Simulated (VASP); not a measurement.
Crystal: Ba2Ir.

```xyz
3
Lattice="5.3773 0.0000 0.0000 -2.6887 4.6569 0.0000 0.0000 0.0000 3.3680" Properties=species:S:1:pos:R:3 pbc="T T T"
Ba    0.0000    3.1046    1.6840
Ba    2.6887    1.5523    1.6840
Ir    0.0000    0.0000    0.0000
```

- Program: VASP 6.6.1
- Task: relaxation of cell and atoms
- Functional: PBE
- Potentials or basis: VASP PAW PBE potentials, release 64 (Ba_sv, Ir)
- Cutoff: 600 eV
- k mesh: 6 × 6 × 6
- Occupations: gaussian, width 0.1 eV
- Spin: no spin polarisation

At the start: pressure 2.1 GPa; volume 28.11 Å³/atom.

**Question.** How do energy, volume and symmetry change on relaxing?

**Answer.** Over 3 steps the energy falls by 8.4 meV/atom and the volume is 29.20 Å³/atom (+3.9 %); space group P6/mmm (No. 191, to 0.1 Å) before and after.

Step by step:
```
step  energy change (eV)  largest force (eV/Å)  pressure (GPa)  volume (Å³)
   1              0.0000                0.0000            2.11        84.34
   2             -0.0215                0.0000           -0.69        88.94
   3             -0.0252                0.0000            0.03        87.60
```

Final structure:
```
CELL_PARAMETERS angstrom
5.46888 0.00000 0.00000
-2.73444 4.73619 0.00000
0.00000 0.00000 3.38197
ATOMIC_POSITIONS crystal
Ba 0.33333 0.66667 0.50000
Ba 0.66667 0.33333 0.50000
Ir 0.00000 0.00000 0.00000
```
